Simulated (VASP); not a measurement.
# TiAl (Pm-3m) in VASP: settings compared

The runs below take TiAl through single point, relaxation of cell and atoms, with HF, PBEsol-based global hybrid.

Program: VASP 6.6.1. These are calculated values, not measurements. Logs are shortened: lines on timing, memory, paths and dates and some standing lists are left out, and cuts for length are marked.

### 1 The cell of the first run

It takes space group Pm-3m (No. 221, cubic). Conventional cell: a = 3.204 Å, b = 3.204 Å, c = 3.204 Å, α = 90.00°, β = 90.00°, γ = 90.00°. Ti (site symmetry m-3m) has 8 Al at 2.77 Å and 6 Ti at 3.20 Å within 3.7 Å. Within 3.7 Å of Al (site symmetry m-3m) lie 8 Ti at 2.77 Å and 6 Al at 3.20 Å.

### 2 Single point, HF

File POSCAR:

```
TiAl
1.0
    3.2035946602      0.0000000000      0.0000000000
    0.0000000000      3.2035946602      0.0000000000
    0.0000000000      0.0000000000      3.2035946602
Ti Al
1 1
Direct
    0.0000000000      0.0000000000      0.0000000000
    0.5000000000      0.5000000000      0.5000000000
```

File INCAR.step1:

```
SYSTEM = TiAl
PREC = Accurate
ENCUT = 520
EDIFF = 1E-5
ISMEAR = -1
SIGMA = 0.05
LREAL = .FALSE.
LASPH = .TRUE.
NELM = 100
ALGO = Normal
ISIF = 2
LWAVE = .TRUE.
LCHARG = .FALSE.
GGA = PE
NBANDS = 14
```

File INCAR.step2:

```
SYSTEM = TiAl
PREC = Accurate
ENCUT = 520
EDIFF = 1E-6
ISMEAR = -1
SIGMA = 0.05
LREAL = .FALSE.
LASPH = .TRUE.
NELM = 100
ALGO = Normal
ISIF = 2
LWAVE = .FALSE.
LCHARG = .FALSE.
GGA = PE
LHFCALC = .TRUE.
AEXX = 1.0
ALDAC = 0.0
AGGAC = 0.0
PRECFOCK = Normal
ISTART = 1
NBANDS = 14
```

File KPOINTS:

```
Automatic mesh
0
G
  4 4 4
  0 0 0
```

Potentials or basis: VASP PAW PBE potentials, release 64 (Ti_sv, Al).

Command:

```
$ cat potpaw_PBE.64/Ti_sv/POTCAR potpaw_PBE.64/Al/POTCAR > POTCAR
$ cp INCAR.step1 INCAR
$ mpirun -np 1 vasp_std > vasp.out
$ cp INCAR.step2 INCAR
$ mpirun -np 1 vasp_std > vasp.out
```

OUTCAR:

```text
SYSTEM = TiAl
   PREC = Accurate
   ENCUT = 520
   EDIFF = 1E-6
   ISMEAR = -1
   LREAL = .FALSE.
   LASPH = .TRUE.
   NELM = 100
   ISIF = 2
   GGA = PE
   LHFCALC = .TRUE.
   AEXX = 1.0
   PRECFOCK = Normal
   ISTART = 1

 ion  position               nearest neighbor table
   1  0.000  0.000  0.000-   2 2.77   2 2.77   2 2.77   2 2.77   2 2.77   2 2.77   2 2.77   2 2.77

   2  0.500  0.500  0.500-   1 2.77   1 2.77   1 2.77   1 2.77   1 2.77   1 2.77   1 2.77   1 2.77

  LATTYP: Found a simple cubic cell.
 ALAT       =     3.2035946602

  Lattice vectors:

 A1 = (   3.2035946602,   0.0000000000,   0.0000000000)
 A2 = (   0.0000000000,   3.2035946602,   0.0000000000)
 A3 = (   0.0000000000,   0.0000000000,   3.2035946602)

Analysis of symmetry for initial positions (statically):
=====================================================================
 Subroutine PRICEL returns:
 Original cell was already a primitive cell.

 Routine SETGRP: Setting up the symmetry group for a
 simple cubic supercell.

 Subroutine GETGRP returns: Found 48 space group operations
 (whereof 48 operations were pure point group operations)
 out of a pool of 48 trial point group operations.

The static configuration has the point symmetry O_h .

Analysis of symmetry for dynamics (positions and initial velocities):
=====================================================================
 Subroutine PRICEL returns:
 Original cell was already a primitive cell.

 Routine SETGRP: Setting up the symmetry group for a
 simple cubic supercell.

 Subroutine GETGRP returns: Found 48 space group operations
 (whereof 48 operations were pure point group operations)
 out of a pool of 48 trial point group operations.

The dynamic configuration has the point symmetry O_h .

 Subroutine INISYM returns: Found 48 space group operations
 (whereof 48 operations are pure point group operations),
 and found     1 'primitive' translations

----------------------------------------------------------------------------------------

                                     Primitive cell

  volume of cell :      32.8786

  direct lattice vectors                    reciprocal lattice vectors
     3.203594660  0.000000000  0.000000000     0.312149353  0.000000000  0.000000000
     0.000000000  3.203594660  0.000000000     0.000000000  0.312149353  0.000000000
     0.000000000  0.000000000  3.203594660     0.000000000  0.000000000  0.312149353

  length of vectors
     3.203594660  3.203594660  3.203594660     0.312149353  0.312149353  0.312149353

  position of ions in fractional coordinates (direct lattice)
     0.000000000  0.000000000  0.000000000
     0.500000000  0.500000000  0.500000000

  ion indices of the primitive-cell ions
   primitive index   ion index
                 1           1
                 2           2

----------------------------------------------------------------------------------------

 KPOINTS: Automatic mesh

Automatic generation of k-mesh.
 Grid dimensions read from file:
 generate k-points for:    4    4    4

 Generating k-lattice:

  Cartesian coordinates                     Fractional coordinates (reciprocal lattice)
     0.078037338  0.000000000  0.000000000     0.250000000  0.000000000  0.000000000
     0.000000000  0.078037338  0.000000000     0.000000000  0.250000000  0.000000000
     0.000000000  0.000000000  0.078037338     0.000000000  0.000000000  0.250000000

  Length of vectors
     0.078037338  0.078037338  0.078037338

  Shift w.r.t. Gamma in fractional coordinates (k-lattice)
     0.000000000  0.000000000  0.000000000

 Subroutine IBZKPT returns following result:
 ===========================================

 Found     10 irreducible k-points:

 Following reciprocal coordinates:
            Coordinates               Weight
  0.000000  0.000000  0.000000      1.000000
  0.250000  0.000000  0.000000      6.000000
  0.500000  0.000000  0.000000      3.000000
  0.250000  0.250000  0.000000     12.000000
  0.500000  0.250000  0.000000     12.000000
  0.500000  0.500000  0.000000      3.000000
  0.250000  0.250000  0.250000      8.000000
  0.500000  0.250000  0.250000     12.000000
  0.500000  0.500000  0.250000      6.000000
  0.500000  0.500000  0.500000      1.000000
   k-points           NKPTS =     10   k-points in BZ     NKDIM =     64   number of bands    NBANDS=     14
   number of dos      NEDOS =    301   number of ions     NIONS =      2
   total plane-waves  NPLWV =  13824
   dimension x,y,z NGX =    24 NGY =   24 NGZ =   24
   dimension x,y,z NGXF=    48 NGYF=   48 NGZF=   48
   ions per type =               1   1
   NGX,Y,Z   is equivalent  to a cutoff of  12.45, 12.45, 12.45 a.u.
   NGXF,Y,Z  is equivalent  to a cutoff of  24.91, 24.91, 24.91 a.u.
 SYSTEM =  TiAl
   PREC   = accura    normal or accurate (medium, high low for compatibility)
   ISTART =      1    job   : 0-new  1-cont  2-samecut
   ICHARG =      0    charge: 1-file 2-atom 10-const
   ISPIN  =      1    spin polarized calculation?
   LNONCOLLINEAR =      F non collinear calculations
   LSORBIT =      F    spin-orbit coupling
   LASPH  =      T    aspherical Exc in radial PAW
   ENCUT  =  520.0 eV  38.22 Ry    6.18 a.u.   5.96  5.96  5.96*2*pi/ulx,y,z
   NELM   =    100;   NELMIN=  2; NELMDL=  0     # of ELM steps
   EDIFF  = 0.1E-05   stopping-criterion for ELM
   LREAL  =      F    real-space projection
   EDIFFG = 0.1E-04   stopping-criterion for IOM
   NSW    =      0    number of steps for IOM
   IBRION =     -1    ionic relax: 0-MD 1-quasi-New 2-CG
   NFREE  =      0    steps in history (QN), initial steepest desc. (CG)
   ISIF   =      2    stress and relaxation
   ISYM   =      3    0-nonsym 1-usesym 2-fastsym
   POTIM  = 0.5000    time-step for ionic-motion
   TEBEG  =    0.0;   TEEND  =   0.0 temperature during run
   PSTRESS=    0.0 pullay stress
   NELECT =      15.0000    total number of electrons
   NUPDOWN=      -1.0000    fix difference up-down
   EMIN   =  10.00;   EMAX   =-10.00  energy-range for DOS
   EFERMI =   0.00;   METHOD = LEGACY
   ISMEAR =    -1;   SIGMA  =   0.05  broadening in eV -4-tet -1-fermi 0-gaus
   EFERMI_NEDOS =   21; number of points for ismear=-14 and -15
   IALGO  =     38    algorithm
   IMIX   =      1    mixing-type and parameters
     AMIX     =   0.40;   BMIX     =  1.00
     AMIX_MAG =   1.60;   BMIX_MAG =  1.00
  volume/ion in A,a.u.               =      16.44       110.94
  Fermi-wavevector in a.u.,A,eV,Ry     =   1.260282  2.381587 21.610275  1.588310
  Thomas-Fermi vector in A             =   2.393799
   LORBIT       =      0    0 simple, 1 ext, 2 COOP (PROOUT), +10 PAW based schemes
   GGA     = PE    functional components
   LHFCALC =     T    Hartree Fock is set to
   PRECFOCK=normal    Normal, Fast or Accurate (Low or Medium for compatibility)
   ENCUT4O =  -1.0   cutoff for four orbital integrals eV
   NKREDX  =     1    reduce k-point grid by
   NKREDY  =     1    reduce k-point grid by
   NKREDZ  =     1    reduce k-point grid by
   AEXX    =    1.0000 exact exchange contribution
   HFSCREEN=    0.0000 screening length (either q_TF or 0.3 A-1)
   HFSCREENC=   0.0000 screening length for correlation (either q_TF or 0.3 A-1)
   ENCUTFOCK=  -1.0 apply spherical cutoff to Coloumb kernel
   IVDW    =     0    specifies the selected vdW correction
   LEPSILON=     F    determine dielectric tensor
   LRPA    =     F    only Hartree local field effects (RPA)
 non-spin polarized calculation
  energy-cutoff  :      520.00
  volume of cell :       32.88
 maximum number of plane-waves:       912
 NGX is ok and might be reduce to    24
  NGX = 18; NGY = 18; NGZ = 18

 number of electron      14.9999995 magnetization

 Free energy of the ion-electron system (eV)
  ---------------------------------------------------
  ext. energy  EPLUGINS =         0.00000000
  ---------------------------------------------------
  free energy    TOTEN  =       -24.75031613 eV

  energy without entropy =      -24.74186811  energy(sigma->0) =      -24.74609212

 E-fermi :  10.3036     XC(G=0):   0.0000

 val. band max:        8.9050015266   @ k =   0.2500   0.2500   0.2500
 cond. band min:      10.3840257612   @ k =   0.5000   0.2500   0.2500
 fundamental gap:      1.4790242345
 Fermi energy:        10.3035538655

 k-point     1 :       0.0000    0.0000    0.0000
  band No.  band energies     occupation
      1     -68.6166      2.00000
      2     -38.1139      2.00000
      3     -38.1139      2.00000
      4     -38.1139      2.00000
      5      -7.2028      2.00000
      6       4.8113      2.00000
      7       4.8113      2.00000
      8      17.0671      0.00000
      9      17.0671      0.00000
     10      17.0671      0.00000
     11      18.0597      0.00000
     12      18.0597      0.00000
     13      18.0597      0.00000
     14      24.0773      0.00000

 k-point     2 :       0.2500    0.0000    0.0000
  band No.  band energies     occupation
      1     -68.6048      2.00000
      2     -38.2720      2.00000
      3     -38.1051      2.00000
      4     -38.1051      2.00000
      5      -5.7835      2.00000
      6       3.3286      2.00000
      7       5.5701      2.00000
      8      14.9848      0.00000
      9      14.9848      0.00000
     10      15.5182      0.00000
     11      17.2115      0.00000
     12      20.8548      0.00000
     13      20.8548      0.00000
     14      21.4988      0.00000

 k-point     3 :       0.5000    0.0000    0.0000
  band No.  band energies     occupation
      1     -68.5932      2.00000
      2     -38.4227      2.00000
      3     -38.0959      2.00000
      4     -38.0959      2.00000
      5      -2.6301      2.00000
      6      -0.7482      2.00000
      7       6.3832      2.00000
      8      13.9159      0.00000
      9      13.9159      0.00000
     10      16.5852      0.00000
     11      17.3725      0.00000
     12      20.1538      0.00000
     13      24.0394      0.00000
     14      24.0508      0.00000

 k-point     4 :       0.2500    0.2500    0.0000
  band No.  band energies     occupation
      1     -68.5933      2.00000
      2     -38.2603      2.00000
      3     -38.2480      2.00000
      4     -38.0963      2.00000
      5      -4.4611      2.00000
      6       4.4267      2.00000
      7       4.5171      2.00000
      8      12.0419      0.00000
      9      15.0164      0.00000
     10      16.0860      0.00000
     11      16.6265      0.00000
     12      17.8811      0.00000
     13      22.5725      0.00000
     14      22.9712      0.00000

 k-point     5 :       0.5000    0.2500    0.0000
  band No.  band energies     occupation
      1     -68.5820      2.00000
      2     -38.3958      2.00000
      3     -38.2358      2.00000
      4     -38.0869      2.00000
      5      -1.7573      2.00000
      6       0.8275      2.00000
      7       6.9771      2.00000
      8       7.5771      2.00000
      9      14.4968      0.00000
     10      16.1094      0.00000
     11      16.3840      0.00000
     12      19.3978      0.00000
     13      20.0856      0.00000
     14      22.5275      0.00000

 k-point     6 :       0.5000    0.5000    0.0000
  band No.  band energies     occupation
      1     -68.5707      2.00000
      2     -38.3734      2.00000
      3     -38.3734      2.00000
      4     -38.0826      2.00000
      5      -0.3238      2.00000
      6       4.2226      2.00000
      7       4.2226      2.00000
      8       5.0282      2.00000
      9      15.1870      0.00000
     10      15.1870      0.00000
     11      16.1094      0.00000
     12      18.4056      0.00000
     13      18.5501      0.00000
     14      23.6526      0.00000

 k-point     7 :       0.2500    0.2500    0.2500
  band No.  band energies     occupation
      1     -68.5824      2.00000
      2     -38.2510      2.00000
      3     -38.2294      2.00000
      4     -38.2294      2.00000
      5      -3.2146      2.00000
      6       5.1794      2.00000
      7       5.1794      2.00000
      8       8.9050      2.00000
      9      13.3319      0.00000
     10      13.3319      0.00000
     11      18.2575      0.00000
     12      19.0488      0.00000
     13      19.0488      0.00000
     14      23.7830      0.00000

 k-point     8 :       0.5000    0.2500    0.2500
  band No.  band energies     occupation
      1     -68.5717      2.00000
      2     -38.3692      2.00000
      3     -38.2311      2.00000
      4     -38.2096      2.00000
      5      -0.7666      2.00000
      6       2.1707      2.00000
      7       6.6352      2.00000
      8      10.3840      0.33333
      9      13.7543      0.00000
     10      13.8616      0.00000
     11      16.7325      0.00000
     12      17.1718      0.00000
     13      21.2544      0.00000
     14      25.4614      0.00000

 k-point     9 :       0.5000    0.5000    0.2500
  band No.  band energies     occupation
      1     -68.5614      2.00000
      2     -38.3454      2.00000
      3     -38.3454      2.00000
      4     -38.2036      2.00000
      5       1.0569      2.00000
      6       4.2304      2.00000
      7       4.2304      2.00000
      8       7.6520      2.00000
      9      14.5093      0.00000
     10      15.0553      0.00000
     11      15.0553      0.00000
     12      16.1466      0.00000
     13      18.3007      0.00000
     14      22.5736      0.00000

 k-point    10 :       0.5000    0.5000    0.5000
  band No.  band energies     occupation
      1     -68.5526      2.00000
      2     -38.3205      2.00000
      3     -38.3205      2.00000
      4     -38.3205      2.00000
      5       4.1522      2.00000
      6       4.1522      2.00000
      7       4.1522      2.00000
      8       6.9453      2.00000
      9      14.9719      0.00000
     10      14.9719      0.00000
     11      14.9719      0.00000
     12      16.0840      0.00000
     13      16.0840      0.00000
     14      22.5286      0.00000

------------------------ aborting loop because EDIFF is reached ----------------------------------------

  FORCE on cell =-STRESS in cart. coord.  units (eV):
  Direction    XX          YY          ZZ          XY          YZ          ZX
  --------------------------------------------------------------------------------------
  -------------------------------------------------------------------------------------
  Total        0.5219037      0.5219037      0.5219037      0.0000000     -0.0000000      0.0000000
  in kB       25.4324530     25.4324530     25.4324530      0.0000000     -0.0000000      0.0000000
  external PRESSURE =      25.4324530 kB  Pullay stress =       0.0000000 kB

 VOLUME and BASIS-vectors are now :
 -----------------------------------------------------------------------------
  energy-cutoff  :      520.00
  volume of cell :       32.88
      direct lattice vectors                 reciprocal lattice vectors
     3.203594660  0.000000000  0.000000000     0.312149353  0.000000000  0.000000000
     0.000000000  3.203594660  0.000000000     0.000000000  0.312149353  0.000000000
     0.000000000  0.000000000  3.203594660     0.000000000  0.000000000  0.312149353

 POSITION                                       TOTAL-FORCE (eV/Angst)
 -----------------------------------------------------------------------------------
      0.00000      0.00000      0.00000         0.000000      0.000000      0.000000
      1.60180      1.60180      1.60180         0.000000      0.000000      0.000000
 -----------------------------------------------------------------------------------
    total drift:                               -0.000000     -0.000000     -0.000000

  FREE ENERGIE OF THE ION-ELECTRON SYSTEM (eV)
  ---------------------------------------------------
  free  energy   TOTEN  =       -24.7503161321 eV

  energy  without entropy=      -24.7418681094  energy(sigma->0) =      -24.74609212
```

Run time: 4.9 min. Hardware: 1 thread of Intel Xeon 6975P-C (Granite Rapids), shared host; peak memory 0.15 GiB.

Results:

```yaml
Free_energy: -24.7503 eV
Pressure: 2.5 GPa
```

Levels at points of the mesh, in eV from the Fermi level:
```csv
k point,band 4,band 5,band 6,band 7,band 8,band 9,band 10,band 11
"(0.00, 0.00, 0.00)",-48.42,-17.51,-5.49,-5.49,6.76,6.76,6.76,7.76
"(0.50, 0.00, 0.00)",-48.40,-12.93,-11.05,-3.92,3.61,3.61,6.28,7.07
"(0.50, 0.50, 0.00)",-48.39,-10.63,-6.08,-6.08,-5.28,4.88,4.88,5.81
"(0.50, 0.50, 0.50)",-48.62,-6.15,-6.15,-6.15,-3.36,4.67,4.67,4.67
```

Caveat: the k points lie up to 0.49 Å⁻¹ apart; the PAW data sets were made with another functional, which shifts forces and pressure a little.

[end of part 1 of 2]
